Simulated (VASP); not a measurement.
# Ge in VASP: further runs, part 2 of 3

VASP 6.6.1. Earlier steps stand in the parts before.

### 3 Single point, PBEsol (strain +0.050 along x and y, +0.050 along z)

INCAR

```
PREC     = Accurate       # precision mode
ENCUT    = 520            # plane-wave cutoff, eV
EDIFF    = 1E-6           # SCF threshold, eV
ISMEAR   = 0              # smearing method
SIGMA    = 0.15           # smearing width, eV
LREAL    = False          # projectors in reciprocal space
LASPH    = True           # aspherical terms in the spheres
NELM     = 60             # most SCF steps
ALGO     = Normal         # electronic algorithm
ISIF     = 2              # what is computed and relaxed
LWAVE    = False          # write WAVECAR
LCHARG   = False          # write CHGCAR
GGA      = PS             # functional
NBANDS   = 21             # bands
```

KPOINTS

```
Automatic mesh
0
Gamma
  14 14 14
```

POSCAR

```
Ge
1.0
    0.0000000000      2.9702085000      2.9702085000
    2.9702085000      0.0000000000      2.9702085000
    2.9702085000      2.9702085000      0.0000000000
Ge
2
Direct
    0.5000000000      0.5000000000      0.5000000000
    0.7500000000      0.7500000000      0.7500000000
```

Potentials or basis: VASP PAW PBE potentials, release 64 (Ge_d).

Launch:

```sh
cat potpaw_PBE.64/Ge_d/POTCAR > POTCAR
mpirun -np 1 vasp_std > vasp.out
```

OUTCAR:

```text
PREC = Accurate
   ENCUT = 520
   EDIFF = 1E-6
   ISMEAR = 0
   LREAL = False
   LASPH = True
   NELM = 60
   ISIF = 2
   GGA = PS

 ion  position               nearest neighbor table
   1  0.500  0.500  0.500-   2 2.57   2 2.57   2 2.57   2 2.57
   2  0.750  0.750  0.750-   1 2.57   1 2.57   1 2.57   1 2.57

  LATTYP: Found a face centered cubic cell.
 ALAT       =     5.9404170000

  Lattice vectors:

 A1 = (   0.0000000000,   2.9702085000,   2.9702085000)
 A2 = (   2.9702085000,   0.0000000000,   2.9702085000)
 A3 = (   2.9702085000,   2.9702085000,   0.0000000000)

Analysis of symmetry for initial positions (statically):
=====================================================================
 Subroutine PRICEL returns:
 Original cell was already a primitive cell.

 Routine SETGRP: Setting up the symmetry group for a
 face centered cubic supercell.

 Subroutine GETGRP returns: Found 48 space group operations
 (whereof 24 operations were pure point group operations)
 out of a pool of 48 trial point group operations.

The static configuration has the point symmetry T_d .
 The point group associated with its full space group is O_h .

Analysis of symmetry for dynamics (positions and initial velocities):
=====================================================================
 Subroutine PRICEL returns:
 Original cell was already a primitive cell.

 Routine SETGRP: Setting up the symmetry group for a
 face centered cubic supercell.

 Subroutine GETGRP returns: Found 48 space group operations
 (whereof 24 operations were pure point group operations)
 out of a pool of 48 trial point group operations.

The dynamic configuration has the point symmetry T_d .
 The point group associated with its full space group is O_h .

 Subroutine INISYM returns: Found 48 space group operations
 (whereof 24 operations are pure point group operations),
 and found     1 'primitive' translations

----------------------------------------------------------------------------------------

                                     Primitive cell

  volume of cell :      52.4072

  direct lattice vectors                    reciprocal lattice vectors
     0.000000000  2.970208500  2.970208500    -0.168338351  0.168338351  0.168338351
     2.970208500  0.000000000  2.970208500     0.168338351 -0.168338351  0.168338351
     2.970208500  2.970208500  0.000000000     0.168338351  0.168338351 -0.168338351

  length of vectors
     4.200509144  4.200509144  4.200509144     0.291570576  0.291570576  0.291570576

  position of ions in fractional coordinates (direct lattice)
     0.500000000  0.500000000  0.500000000
     0.750000000  0.750000000  0.750000000

  ion indices of the primitive-cell ions
   primitive index   ion index
                 1           1
                 2           2

----------------------------------------------------------------------------------------

 KPOINTS: Automatic mesh

Automatic generation of k-mesh.
 Grid dimensions read from file:
 generate k-points for:   14   14   14

 Generating k-lattice:

  Cartesian coordinates                     Fractional coordinates (reciprocal lattice)
    -0.012024168  0.012024168  0.012024168     0.071428571  0.000000000  0.000000000
     0.012024168 -0.012024168  0.012024168     0.000000000  0.071428571  0.000000000
     0.012024168  0.012024168 -0.012024168     0.000000000  0.000000000  0.071428571

  Length of vectors
     0.020826470  0.020826470  0.020826470

  Shift w.r.t. Gamma in fractional coordinates (k-lattice)
     0.000000000  0.000000000  0.000000000

 Subroutine IBZKPT returns following result:
 ===========================================

 Found    104 irreducible k-points:

 Following reciprocal coordinates:
            Coordinates               Weight
  0.000000  0.000000  0.000000      1.000000
  0.071429  0.000000  0.000000      8.000000
  0.142857  0.000000  0.000000      8.000000
  0.214286  0.000000  0.000000      8.000000
  0.285714  0.000000  0.000000      8.000000
  0.357143  0.000000  0.000000      8.000000
[... 16 lines left out ...]
  0.214286  0.142857  0.000000     24.000000
  0.285714  0.142857  0.000000     24.000000
 [... further k-points ...]
   k-points           NKPTS =    104   k-points in BZ     NKDIM =    104   number of bands    NBANDS=     21
   number of dos      NEDOS =    301   number of ions     NIONS =      2
   total plane-waves  NPLWV =  32768
   dimension x,y,z NGX =    32 NGY =   32 NGZ =   32
   dimension x,y,z NGXF=    64 NGYF=   64 NGZF=   64
   ions per type =               2
   NGX,Y,Z   is equivalent  to a cutoff of  12.66, 12.66, 12.66 a.u.
   NGXF,Y,Z  is equivalent  to a cutoff of  25.33, 25.33, 25.33 a.u.
 SYSTEM =  unknown system
   PREC   = accura    normal or accurate (medium, high low for compatibility)
   ISTART =      0    job   : 0-new  1-cont  2-samecut
   ICHARG =      2    charge: 1-file 2-atom 10-const
   ISPIN  =      1    spin polarized calculation?
   LNONCOLLINEAR =      F non collinear calculations
   LSORBIT =      F    spin-orbit coupling
   LASPH  =      T    aspherical Exc in radial PAW
   ENCUT  =  520.0 eV  38.22 Ry    6.18 a.u.   7.81  7.81  7.81*2*pi/ulx,y,z
   NELM   =     60;   NELMIN=  2; NELMDL= -5     # of ELM steps
   EDIFF  = 0.1E-05   stopping-criterion for ELM
   LREAL  =      F    real-space projection
   EDIFFG = 0.1E-04   stopping-criterion for IOM
   NSW    =      0    number of steps for IOM
   IBRION =     -1    ionic relax: 0-MD 1-quasi-New 2-CG
   NFREE  =      0    steps in history (QN), initial steepest desc. (CG)
   ISIF   =      2    stress and relaxation
   ISYM   =      2    0-nonsym 1-usesym 2-fastsym
   POTIM  = 0.5000    time-step for ionic-motion
   TEBEG  =    0.0;   TEEND  =   0.0 temperature during run
   PSTRESS=    0.0 pullay stress
   NELECT =      28.0000    total number of electrons
   NUPDOWN=      -1.0000    fix difference up-down
   EMIN   =  10.00;   EMAX   =-10.00  energy-range for DOS
   EFERMI =   0.00;   METHOD = LEGACY
   ISMEAR =     0;   SIGMA  =   0.15  broadening in eV -4-tet -1-fermi 0-gaus
   EFERMI_NEDOS =   21; number of points for ismear=-14 and -15
   IALGO  =     38    algorithm
   IMIX   =      4    mixing-type and parameters
     AMIX     =   0.40;   BMIX     =  1.00
     AMIX_MAG =   1.60;   BMIX_MAG =  1.00
  volume/ion in A,a.u.               =      26.20       176.83
  Fermi-wavevector in a.u.,A,eV,Ry     =   1.328405  2.510322 24.009663  1.764660
  Thomas-Fermi vector in A             =   2.457645
   LORBIT       =      0    0 simple, 1 ext, 2 COOP (PROOUT), +10 PAW based schemes
   GGA     = PS    functional components
   LHFCALC =     F    Hartree Fock is set to
   AEXX    =    0.0000 exact exchange contribution
   IVDW    =     0    specifies the selected vdW correction
   LEPSILON=     F    determine dielectric tensor
   LRPA    =     F    only Hartree local field effects (RPA)
 non-spin polarized calculation
 Gauss-broadening in eV      SIGMA  =   0.15
  energy-cutoff  :      520.00
  volume of cell :       52.41
 maximum number of plane-waves:      1423
   NGX = 15   NGY = 15   NGZ = 15

 number of electron      28.0000013 magnetization

 Free energy of the ion-electron system (eV)
  ---------------------------------------------------
  ext. energy  EPLUGINS =         0.00000000
  ---------------------------------------------------
  free energy    TOTEN  =        -9.71671989 eV

  energy without entropy =       -9.71509766  energy(sigma->0) =       -9.71590877

 E-fermi :   3.4469     XC(G=0):  -9.4558

 val. band max:        3.4409340005   @ k =   0.0714   0.0000   0.0000
 cond. band min:       3.5438622997   @ k =   0.0000   0.0000   0.0000
 fundamental gap:      0.1029282991
 Fermi energy:         3.4469130458

 k-point     1 :       0.0000    0.0000    0.0000
  band No.  band energies     occupation
      1     -21.0684      2.00000
      2     -21.0684      2.00000
      3     -21.0684      2.00000
      4     -21.0419      2.00000
      5     -21.0419      2.00000
      6     -20.8974      2.00000
[... 13 lines left out ...]
     20      12.6321      0.00000
     21      12.6321      0.00000

 k-point     2 :       0.0714    0.0000    0.0000
  band No.  band energies     occupation
      1     -21.0705      2.00000
      2     -21.0705      2.00000
      3     -21.0678      2.00000
      4     -21.0391      2.00000
      5     -21.0391      2.00000
      6     -20.9028      2.00000
[... 520 lines left out ...]
 k-point    24 :       0.2857    0.1429    0.0000
  band No.  band energies     occupation
      1     -21.0849      2.00000
      2     -21.0800      2.00000
      3     -21.0634      2.00000
      4     -21.0231      2.00000
      5     -21.0077      2.00000
      6     -20.9422      2.00000
[... 13 lines left out ...]
     20      12.1481      0.00000
     21      12.9036      0.00000

 [... further k-points ...]
[... 5 lines left out ...]
  --------------------------------------------------------------------------------------
  -------------------------------------------------------------------------------------
  Total       -2.1752330     -2.1752330     -2.1752330      0.0000000      0.0000000     -0.0000000
  in kB      -66.5006003    -66.5006003    -66.5006003      0.0000000      0.0000000     -0.0000000
  external PRESSURE =     -66.5006003 kB  Pullay stress =       0.0000000 kB

 VOLUME and BASIS-vectors are now :
 -----------------------------------------------------------------------------
  energy-cutoff  :      520.00
  volume of cell :       52.41
      direct lattice vectors                 reciprocal lattice vectors
     0.000000000  2.970208500  2.970208500    -0.168338351  0.168338351  0.168338351
     2.970208500  0.000000000  2.970208500     0.168338351 -0.168338351  0.168338351
     2.970208500  2.970208500  0.000000000     0.168338351  0.168338351 -0.168338351

 POSITION                                       TOTAL-FORCE (eV/Angst)
 -----------------------------------------------------------------------------------
      2.97021      2.97021      2.97021        -0.000000      0.000000      0.000000
      4.45531      4.45531      4.45531         0.000000     -0.000000     -0.000000
 -----------------------------------------------------------------------------------
    total drift:                               -0.000000     -0.000000      0.000000

  FREE ENERGIE OF THE ION-ELECTRON SYSTEM (eV)
  ---------------------------------------------------
  free  energy   TOTEN  =        -9.7167198852 eV

  energy  without entropy=       -9.7150976612  energy(sigma->0) =       -9.71590877
```

It took 83 s on 1 thread of Intel Xeon Platinum 8259CL at 2.50GHz (Skylake/Cascade Lake), shared host; peak memory 0.23 GiB.

Results:

| Item | Value |
| --- | --- |
| Free energy | -9.7167 eV |
| Pressure | -6.7 GPa |
| Band gap on the k mesh | zero (band 14 reaches 3.54 eV, above the bottom of band 15 at 3.27 eV) |

Caveat: the cell differs from its parent crystal (strain +0.050 along x and y, +0.050 along z); the PAW data sets were made with another functional, which shifts forces and pressure a little.

### 4 Single point, PBEsol (strain -0.050 along x and y, +0.000 along z)

Changes to INCAR since step 3:

```diff
@@ -2,3 +2,3 @@
 ENCUT    = 520            # plane-wave cutoff, eV
-EDIFF    = 1E-6           # SCF threshold, eV
+EDIFF    = 1E-7           # SCF threshold, eV
 ISMEAR   = 0              # smearing method
@@ -7,3 +7,3 @@
 LASPH    = True           # aspherical terms in the spheres
-NELM     = 60             # most SCF steps
+NELM     = 100            # most SCF steps
 ALGO     = Normal         # electronic algorithm
```

KPOINTS

```
regular mesh
0
Gamma
  14 14 14
```

POSCAR

```
Ge
1.0
    0.0000000000      2.6873315000      2.8287700000
    2.6873315000      0.0000000000      2.8287700000
    2.6873315000      2.6873315000      0.0000000000
Ge
2
Direct
    0.5000000000      0.5000000000      0.5000000000
    0.7500000000      0.7500000000      0.7500000000
```

Launch:

```sh
cat potpaw_PBE.64/Ge_d/POTCAR > POTCAR
mpirun -np 1 vasp_std > vasp.out
```

Wall time 3.2 min (1 thread of Intel Xeon Platinum 8259CL at 2.50GHz (Skylake/Cascade Lake), shared host); peak memory 0.28 GiB.

It converged, with:

| Item | Value |
| --- | --- |
| Free energy | -9.7235 eV |
| Pressure | 9.7 GPa |

Stress tensor (GPa, compression positive):
```
11.13  0.00  0.00
 0.00 11.13  0.00
 0.00  0.00  6.88
```

Levels at points of the mesh, in eV from the Fermi level:
| k point | band 11 | band 12 | band 13 | band 14 | band 15 | band 16 | band 17 | band 18 |
| --- | --- | --- | --- | --- | --- | --- | --- | --- |
| (0.00, 0.00, 0.00) | -13.76 | -0.44 | 0.01 | 0.01 | 0.80 | 2.36 | 2.36 | 2.61 |
| (0.50, 0.00, 0.00) | -11.39 | -8.29 | -1.98 | -1.44 | 0.25 | 3.50 | 3.81 | 6.88 |
| (0.50, 0.50, 0.00) | -9.65 | -9.65 | -3.33 | -3.33 | 0.69 | 0.69 | 10.20 | 10.20 |
| (0.50, 0.00, 0.50) | -9.36 | -9.36 | -3.73 | -3.73 | 0.23 | 0.23 | 10.03 | 10.03 |

Caveat: the cell differs from its parent crystal (strain -0.050 along x and y, +0.000 along z); the PAW data sets were made with another functional, which shifts forces and pressure a little.

[end of part 2 of 3]
